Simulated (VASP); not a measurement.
Input of a VASP 6.6.1 run:

Contents of POSCAR:

```
Si
1.0
    3.8313174605      0.0000000000      0.0000000000
   -1.9156587303      3.4424439352      0.0000000000
    0.0000000000      0.0000000000      6.3326220002
Si
4
Direct
    0.3333333333      0.6666666667      0.0630095000
    0.6666666667      0.3333333333      0.5630095000
    0.3333333333      0.6666666667      0.4369905000
    0.6666666667      0.3333333333      0.9369905000
```

File INCAR.step1:

```
  PREC = Accurate
  ENCUT = 520
  ISMEAR = 0
  SIGMA = 0.05
  LREAL = False
  LASPH = True
  NELM = 100
  NBANDS = 16
  GGA = PE
  ALGO = Normal
  EDIFF = 1E-4
  LWAVE = True
  LCHARG = False
```

INCAR.step2

```
  PREC = Accurate
  ENCUT = 520
  EDIFF = 1E-6
  ISMEAR = 0
  SIGMA = 0.05
  LREAL = False
  LASPH = True
  NELM = 100
  ALGO = Normal
  ISIF = 2
  LWAVE = False
  LCHARG = False
  METAGGA = R2SCAN
  LMIXTAU = True
  NBANDS = 16
  ISTART = 1
```

The input KPOINTS:

```
Automatic mesh
0
Gamma
  12 12 6
```

Potentials or basis: VASP PAW PBE potentials, release 64 (Si).

Command:

```console
$ cat potpaw_PBE.64/Si/POTCAR > POTCAR
$ cp INCAR.step1 INCAR
$ mpirun -np 1 vasp_std > vasp.out
$ cp INCAR.step2 INCAR
$ mpirun -np 1 vasp_std > vasp.out
```

Q: Predict the band gap on the k mesh.

A: 0.41 eV (least direct gap 0.88 eV).

Q: What does it give for the pressure?

A: -3.2 GPa.

Q: Estimate the largest force.

A: 0.279 eV/Å.

Stress tensor (GPa, compression positive):
```
-1.53  0.00  0.00
 0.00 -7.65  0.00
 0.00  0.00 -0.49
```

Caveat: the cell differs from its parent crystal (strain +0.0375 x Voigt [0, 1, 0, 0, 0, 0]); the stress differs along the axes, from -8 to -0 GPa; semilocal functionals underestimate gaps, and a narrow one can read as zero; the PAW data sets were made with another functional, which shifts forces and pressure a little. A k mesh can miss the band edges.
